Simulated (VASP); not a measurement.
Wanted: the native input for a VASP 6.6.1 run.

* Task: single point
* Functional: PBE
* Potentials or basis: VASP PAW PBE potentials, release 64 (Nb_sv)
* Cutoff: 520 eV
* k mesh: 13 × 13 × 13
* Occupations: gaussian, width 0.03 eV
* Spin: no spin polarisation
* Dipole correction: no
* Further INCAR settings: ALGO = Normal; EDIFF = 1e-06; NBANDS = 12

The structure of Nb lies in POSCAR:

```
Nb
1.0
   -1.6547957147      1.6547957147      1.6547957147
    1.6547957147     -1.6547957147      1.6547957147
    1.6547957147      1.6547957147     -1.6547957147
Nb
1
Direct
    0.0000000000      0.0000000000      0.0000000000
```

The input as run:

INCAR

```
SYSTEM = Nb
PREC = Accurate
ENCUT = 520
EDIFF = 1E-6
ISMEAR = 0
SIGMA = 0.03
LREAL = .FALSE.
LASPH = .TRUE.
NELM = 100
ALGO = Normal
ISIF = 2
LWAVE = .FALSE.
LCHARG = .FALSE.
GGA = PE
NBANDS = 12
```

KPOINTS

```
Automatic mesh
0
G
  13 13 13
  0 0 0
```

Potentials or basis: VASP PAW PBE potentials, release 64 (Nb_sv).

Run with:

```bash
$ cat potpaw_PBE.64/Nb_sv/POTCAR > POTCAR
$ mpirun -np 1 vasp_std > vasp.out
```

Results of the run:

```
Pressure : -0.8 GPa
```

Run time: 5.9 s on 1 thread of Intel(R) Xeon(R) 6975P-C (Granite Rapids), on a shared host, peak memory 0.14 GiB.
